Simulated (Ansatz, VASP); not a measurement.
Two plane-wave programs on Sn3Se

```
Sn Se
1.0
     0.00000    3.65819    3.29237
     3.65819    0.00000    3.29237
     3.65819    3.65819    0.00000
Sn Se
3 1
Direct
  0.25000 0.25000 0.25000
  0.75000 0.75000 0.75000
  0.50000 0.50000 0.50000
  0.00000 0.00000 0.00000
```

Change from the starting cell: strain -0.1000 x Voigt [0, 0, 1, 0, 0, 0], atoms carried along.

Alike in both runs: task single point; functional PBEsol; k mesh 12 × 12 × 12; occupations gaussian, width 0.15 eV; no spin polarisation.

|  | VASP | Ansatz |
| --- | --- | --- |
| version | VASP 6.6.1 | Ansatz 0.2.0 |
| potentials or method | VASP PAW PBE potentials, release 64 (Sn_d, Se), cutoff 520 eV | scalar-relativistic, plane waves, PAW |
| valence electrons in the cell | 48 | 58 |

Ansatz gave:

| Quantity | Value |
| --- | --- |
| gap on the k mesh at the Fermi level (eV) | none |
| pressure (GPa) | 8.7 |
| traceless stress, the component that is largest in VASP (GPa) | 0.09 |

Estimate VASP's values.

gap on the k mesh at the Fermi level (eV): none; pressure (GPa): 8.7; traceless stress, the component that is largest in VASP (GPa): 0.10.

VASP's potentials were made for PBE, not for PBEsol. A gap of «none» marks a metal or a gap that the smearing closes. VASP's potentials hold 48 valence electrons a cell and Ansatz's 58, so a difference there can come from the potentials and not from the codes.
